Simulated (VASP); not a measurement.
Ni, 1 atom in the cell. Symmetry: Fm-3m, No. 225, cubic system. Conventional cell: a = 3.418 Å, b = 3.418 Å, c = 3.418 Å, α = 90.00°, β = 90.00°, γ = 90.00°. Within 3.2 Å of Ni (site symmetry m-3m) lie 12 Ni at 2.42 Å. 

- Program: VASP 6.6.1
- Task: single point
- Functional: PBEsol
- Potentials or basis: VASP PAW PBE potentials, release 64 (Ni)
- Cutoff: 520 eV
- k mesh: 20 × 20 × 20
- Occupations: gaussian, width 0.1 eV
- Spin: collinear spin, ferromagnetic start
- Starting moments: [0.73] μB
- Dipole correction: no
- Further INCAR settings: ALGO = Normal; EDIFF = 1e-07; NBANDS = 15

Potentials or basis: VASP PAW PBE potentials, release 64 (Ni).

The run is started by

```sh
$ cat potpaw_PBE.64/Ni/POTCAR > POTCAR
$ mpirun -np 1 vasp_std > vasp.out
```

Hardware: 1 thread of Intel(R) Xeon(R) 6975P-C (Granite Rapids), on a shared host.

Problem. Estimate the wall time of this run.

Solution. It took 48 s on 1 thread of Intel(R) Xeon(R) 6975P-C (Granite Rapids), with other jobs on the host, peak memory 0.17 GiB. Counts: scf iterations 14, k points 256.
